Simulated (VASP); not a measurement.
# ZrC (Fm-3m) in VASP: settings compared, part 2 of 2

VASP 6.6.1. The steps go on from the part before.

**3. Single point, r2SCAN+D4**

This run uses another cell than the first one, of 12.98 Å³/atom.

File POSCAR:

```
ZrC
1.0
    0.0000000000      2.3502127467      2.3502127467
    2.3502127467      0.0000000000      2.3502127467
    2.3502127467      2.3502127467      0.0000000000
Zr C
1 1
Direct
    0.5000000000      0.5000000000      0.5000000000
    0.0000000000      0.0000000000      0.0000000000
```

File INCAR.step1:

```
SYSTEM = ZrC
  PREC = Accurate
  ENCUT = 660
  ISMEAR = 0
  SIGMA = 0.05
  LREAL = .False.
  LASPH = .True.
  NELM = 120
  NBANDS = 15
  GGA = PE
  ALGO = Normal
  EDIFF = 1E-5
  LWAVE = .True.
  LCHARG = .False.
  GGA_COMPAT = .False.
```

File INCAR.step2:

```
SYSTEM = ZrC
  PREC = Accurate
  ENCUT = 660
  EDIFF = 1E-6
  ISMEAR = 0
  SIGMA = 0.05
  LREAL = .False.
  LASPH = .True.
  NELM = 120
  ALGO = Normal
  ISIF = 2
  LWAVE = .False.
  LCHARG = .True.
  METAGGA = R2SCAN
  LMIXTAU = .True.
  IVDW = 13
  VDW_S6 = 1.0
  VDW_S8 = 0.6018749
  VDW_A1 = 0.51559235
  VDW_A2 = 5.77342911
  LELF = .True.
  LVHAR = .True.
  NBANDS = 15
  ISTART = 1
  GGA_COMPAT = .False.
```

File KPOINTS:

```
regular mesh
0
Gamma
  8 8 8
  0 0 0
```

Potentials or basis: VASP PAW PBE potentials, release 64 (Zr_sv, C).

The run is started by

```
$ cat potpaw_PBE.64/Zr_sv/POTCAR potpaw_PBE.64/C/POTCAR > POTCAR
$ cp INCAR.step1 INCAR
$ mpirun -np 1 vasp_std > vasp.out
$ cp INCAR.step2 INCAR
$ mpirun -np 1 vasp_std > vasp.out
```

OUTCAR:

```text
SYSTEM = ZrC
   PREC = Accurate
   ENCUT = 660
   EDIFF = 1E-6
   ISMEAR = 0
   LREAL = .False.
   LASPH = .True.
   NELM = 120
   ISIF = 2
   METAGGA = R2SCAN
   IVDW = 13
   ISTART = 1

 ion  position               nearest neighbor table
   1  0.500  0.500  0.500-   2 2.35   2 2.35   2 2.35   2 2.35   2 2.35   2 2.35
   2  0.000  0.000  0.000-   1 2.35   1 2.35   1 2.35   1 2.35   1 2.35   1 2.35

  LATTYP: Found a face centered cubic cell.
 ALAT       =     4.7004254934

  Lattice vectors:

 A1 = (   0.0000000000,   2.3502127467,   2.3502127467)
 A2 = (   2.3502127467,   0.0000000000,   2.3502127467)
 A3 = (   2.3502127467,   2.3502127467,   0.0000000000)

Analysis of symmetry for initial positions (statically):
=====================================================================
 Subroutine PRICEL returns:
 Original cell was already a primitive cell.

 Routine SETGRP: Setting up the symmetry group for a
 face centered cubic supercell.

 Subroutine GETGRP returns: Found 48 space group operations
 (whereof 48 operations were pure point group operations)
 out of a pool of 48 trial point group operations.

The static configuration has the point symmetry O_h .

Analysis of symmetry for dynamics (positions and initial velocities):
=====================================================================
[... 180 lines left out ...]
     14      17.5953      0.00000
[... 401 lines left out ...]
      2     -17.9247      2.00000
      3     -17.4808      2.00000
      4     -17.3308      2.00000
      5       0.0255      2.00000
      6       5.2400      2.00000
      7       6.9909      2.00000
      8       7.0836      2.00000
      9      13.2976      0.00000
     10      13.7639      0.00000
     11      15.2561      0.00000
     12      18.0805      0.00000
     13      18.8611      0.00000
     14      20.4764      0.00000
     15      24.1621      0.00000

 [... further k-points ...]

------------------------ aborting loop because EDIFF is reached ----------------------------------------

  DFT-D4 for vdW energy calculation

  Edisp (eV):   -0.17903

  FORCE on cell =-STRESS in cart. coord.  units (eV):
  Direction    XX          YY          ZZ          XY          YZ          ZX
  --------------------------------------------------------------------------------------
  -------------------------------------------------------------------------------------
  Total       0.08722     0.08722     0.08722     0.00000     0.00000    -0.00000
  in kB       5.38221     5.38221     5.38221     0.00000     0.00000    -0.00000
  external pressure =        5.38 kB  Pullay stress =        0.00 kB

 VOLUME and BASIS-vectors are now :
 -----------------------------------------------------------------------------
  energy-cutoff  :      660.00
  volume of cell :       25.96
      direct lattice vectors                 reciprocal lattice vectors
     0.000000000  2.350212747  2.350212747    -0.212746697  0.212746697  0.212746697
     2.350212747  0.000000000  2.350212747     0.212746697 -0.212746697  0.212746697
     2.350212747  2.350212747  0.000000000     0.212746697  0.212746697 -0.212746697

 POSITION                                       TOTAL-FORCE (eV/Angst)
 -----------------------------------------------------------------------------------
      2.35021      2.35021      2.35021         0.000000     -0.000000      0.000000
      0.00000      0.00000      0.00000        -0.000000      0.000000     -0.000000
 -----------------------------------------------------------------------------------
    total drift:                                0.000000      0.000000      0.000000

  FREE ENERGIE OF THE ION-ELECTRON SYSTEM (eV)
  ---------------------------------------------------
  free  energy   TOTEN  =       -34.9007026213 eV

  energy  without entropy=      -34.8999326271  energy(sigma->0) =      -34.90031762
```

OUTCAR.step1:

```text
SYSTEM = ZrC
   PREC = Accurate
   ENCUT = 660
   ISMEAR = 0
   LREAL = .False.
   LASPH = .True.
[... 653 lines left out ...]
      2.35021      2.35021      2.35021        -0.000000      0.000000     -0.000000
      0.00000      0.00000      0.00000         0.000000     -0.000000      0.000000
 -----------------------------------------------------------------------------------
    total drift:                                0.000000      0.000000      0.000000

  FREE ENERGIE OF THE ION-ELECTRON SYSTEM (eV)
  ---------------------------------------------------
  free  energy   TOTEN  =       -19.4605195966 eV

  energy  without entropy=      -19.4598409736  energy(sigma->0) =      -19.46018029
```

OSZICAR.step1:

```text
N       E                     dE             d eps       ncg     rms          rms(c)
DAV:   1     0.119273825346E+03    0.11927E+03   -0.97376E+03   870   0.130E+03
DAV:   2    -0.159822109258E+02   -0.13526E+03   -0.12699E+03  1108   0.319E+02
DAV:   3    -0.228631014504E+02   -0.68809E+01   -0.68332E+01  1470   0.605E+01
DAV:   4    -0.229289033585E+02   -0.65802E-01   -0.65762E-01  1039   0.535E+00
DAV:   5    -0.229307603272E+02   -0.18570E-02   -0.18569E-02  1127   0.525E-01    0.204E+01
DAV:   6    -0.195718858544E+02    0.33589E+01   -0.64044E+00  1025   0.228E+01    0.707E+00
DAV:   7    -0.194751942776E+02    0.96692E-01   -0.65101E-01   990   0.597E+00    0.616E+00
DAV:   8    -0.195016925985E+02   -0.26498E-01   -0.35235E-01  1045   0.459E+00    0.515E+00
DAV:   9    -0.194622921829E+02    0.39400E-01   -0.63732E-02   968   0.181E+00    0.110E+00
DAV:  10    -0.194605278352E+02    0.17643E-02   -0.77501E-03  1101   0.703E-01    0.728E-02
DAV:  11    -0.194605273340E+02    0.50116E-06   -0.18937E-04   983   0.132E-01    0.559E-02
DAV:  12    -0.194605195966E+02    0.77374E-05   -0.59342E-06   772   0.210E-02
   1 F= -.19460520E+02 E0= -.19460180E+02  d E =-.678623E-03
```

It took 76 s on 1 thread of Intel Xeon Platinum 8259CL at 2.50GHz (Skylake/Cascade Lake), shared host; peak memory 0.17 GiB.

Results:

```yaml
Free_energy: -34.9007 eV
Pressure: 0.5 GPa
Band_gap_on_the_k_mesh: zero (bands 8 and 9 overlap by 1.33 eV)
Dispersion_energy_per_atom: -0.090 eV
```

Levels at points of the mesh, in eV from the Fermi level:
```csv
k point,band 6,band 7,band 8,band 9,band 10,band 11
"(0.00, 0.00, 0.00)",0.97,0.97,0.97,1.36,1.36,1.36
"(0.50, 0.00, 0.00)",-5.42,-3.06,-3.06,4.86,4.86,5.76
"(0.50, 0.50, 0.00)",-2.16,-1.58,0.05,0.05,4.67,6.03
```

Caveat: the PAW data sets were made with another functional, which shifts forces and pressure a little.
